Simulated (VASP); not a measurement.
Set up this calculation in VASP 6.6.1, as the native input.

```yaml
Task: single point
Functional: r2SCAN
Potentials_or_basis: VASP PAW PBE potentials, release 64 (Mg, O)
Cutoff: 520 eV
k_mesh: 9 × 9 × 8
Occupations: gaussian, width 0.05 eV
Spin: no spin polarisation
Dipole_correction: no
Further_INCAR_settings: ALGO = Normal; EDIFF = 1e-07; NBANDS = 11
```

MgO:

```
Mg O
1.0
     3.15837    0.00000    0.00000
    -1.57919    2.73523    0.00000
     0.00000    0.00000    2.67968
Mg O
1 1
Direct
  0.00000 0.00000 0.00000
  0.33333 0.66667 0.50000
```

This cell differs from its parent crystal: strain +0.0750 x Voigt [1, 1, 0, 0, 0, 0].

These files were run (other wordings do the same):

POSCAR

```
MgO
1.0
    3.1583724712      0.0000000000      0.0000000000
   -1.5791862356      2.7352307946      0.0000000000
    0.0000000000      0.0000000000      2.6796800000
Mg O
1 1
Direct
    0.0000000000      0.0000000000      0.0000000000
    0.3333333333      0.6666666667      0.5000000000
```

INCAR.step1

```
PREC = Accurate ; ENCUT = 520
ISMEAR = 0 ; SIGMA = 0.05
LREAL = F ; LASPH = T
NELM = 60 ; NBANDS = 11
GGA = PE ; ALGO = Normal
EDIFF = 1E-4 ; LWAVE = T
LCHARG = F
```

INCAR.step2

```
PREC = Accurate ; ENCUT = 520
EDIFF = 1E-7 ; ISMEAR = 0
SIGMA = 0.05 ; LREAL = F
LASPH = T ; NELM = 60
ALGO = Normal ; ISIF = 2
LWAVE = F ; LCHARG = F
METAGGA = R2SCAN ; LMIXTAU = T
NBANDS = 11 ; ISTART = 1
```

KPOINTS

```
regular mesh
0
Gamma
  9 9 8
```

Potentials or basis: VASP PAW PBE potentials, release 64 (Mg, O).

Run with:

```bash
$ cat potpaw_PBE.64/Mg/POTCAR potpaw_PBE.64/O/POTCAR > POTCAR
$ cp INCAR.step1 INCAR
$ mpirun -np 1 vasp_std > vasp.out
$ cp INCAR.step2 INCAR
$ mpirun -np 1 vasp_std > vasp.out
```

It gave:

```json
{
  "Pressure": "-18.7 GPa",
  "Band gap on the k mesh": "2.24 eV, indirect (least direct gap 2.50 eV)"
}
```

Caveat: the cell differs from its parent crystal (strain +0.0750 x Voigt [1, 1, 0, 0, 0, 0]); the PAW data sets were made with another functional, which shifts forces and pressure a little.

Wall time 36 s on 1 thread of Intel Xeon 6975P-C (shared host), peak memory 0.15 GiB.
